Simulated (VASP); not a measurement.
A run of VASP 6.6.1 is set up as follows.

The input INCAR:

```
  PREC = Accurate
  ENCUT = 520
  EDIFF = 1E-7
  ISMEAR = 0
  SIGMA = 0.1
  LREAL = F
  LASPH = T
  NELM = 100
  ALGO = Normal
  ISIF = 2
  LWAVE = F
  LCHARG = F
  LDIPOL = T
  IDIPOL = 3
  DIPOL = 0.5 0.5 0.500
  GGA = PE
  NBANDS = 20
```

Contents of KPOINTS:

```
Automatic mesh
0
Gamma
  6 6 1
```

File POSCAR:

```
AlAu2
1.0
    3.3863260000      0.0000000000      0.0000000000
    0.0000000000      3.3863260000      0.0000000000
    0.0000000000      0.0000000000     17.0000000000
Al Au
1 2
Direct
    0.5000000000      0.5000000000      0.5000000000
    0.0000000000      0.0000000000      0.5799131200
    0.0000000000      0.0000000000      0.4200868800
```

Potentials or basis: VASP PAW PBE potentials, release 64 (Al, Au).

Run with:

```sh
$ cat potpaw_PBE.64/Al/POTCAR potpaw_PBE.64/Au/POTCAR > POTCAR
$ mpirun -np 1 vasp_std > vasp.out
```

(1) Predict the band gap on the k mesh.

(2) Predict the largest force.

## Answers

(1) zero (an odd number of electrons rules out a gap without spin polarisation).

(2) 0.377 eV/Å.

Caveat: spin-orbit coupling is left out, which moves the levels of the heavy elements.
